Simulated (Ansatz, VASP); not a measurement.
# BN in VASP and in Ansatz

Contents of INCAR:

```
PREC = Accurate ; ENCUT = 520
EDIFF = 1E-8 ; ISMEAR = -1
SIGMA = 0.03 ; LREAL = F
LASPH = T ; NELM = 60
ALGO = Normal ; ISIF = 2
LWAVE = F ; LCHARG = F
GGA = PS ; LEFG = T
NBANDS = 11
```

KPOINTS

```
regular mesh
0
Gamma
  13 13 13
```

File POSCAR:

```
BN
1.0
    0.0000000000      1.7706018915      1.7706018915
    1.7706018915      0.0000000000      1.7706018915
    1.7706018915      1.7706018915      0.0000000000
B N
1 1
Direct
    0.0000000000      0.0000000000      0.0000000000
    0.7500000000      0.7500000000      0.7500000000
```

Input for Ansatz:

```yaml
crystal:
  lattice:
    - [0.0, 1.7706018915, 1.7706018915]
    - [1.7706018915, 0.0, 1.7706018915]
    - [1.7706018915, 1.7706018915, 0.0]
  atoms:
    - { symbol: B, position: [0.0, 0.0, 0.0] }
    - { symbol: "N", position: [0.75, 0.75, 0.75] }
kpoints:
  mp_grid: { grid: [13, 13, 13] }
scf:
  occupations: { method: fermi_dirac, width: 0.03 }
hamiltonian:
  xc: pbesol
  pseudopotentials: { kind: all_electron, datasets: crystal }
output:
  forces: true
  stress: true
  eigenvalues: true
  efg: { contact_densities: true }
```

Change from the starting cell: volume scaled by 0.94, crystal datasets.

Alike in both runs: task electric field gradients; functional PBEsol; k mesh 13 × 13 × 13; occupations fermi-dirac, width 0.03 eV; no spin polarisation.

```csv
,VASP,Ansatz
version,VASP 6.6.1,Ansatz 0.2.0
potentials or method,"VASP PAW PBE potentials, release 64 (B, N), cutoff 520 eV","all-electron PAW with datasets made for the crystal, scalar-relativistic"
```

```tsv
	VASP	Ansatz	Ansatz less VASP
gap on the k mesh at the Fermi level (eV)	4.42	4.43	+0.010
pressure (GPa)	23.9	23.1	-0.80
```

VASP's potentials were made for PBE, not for PBEsol. Ansatz ran all-electron here, and VASP with PAW potentials.
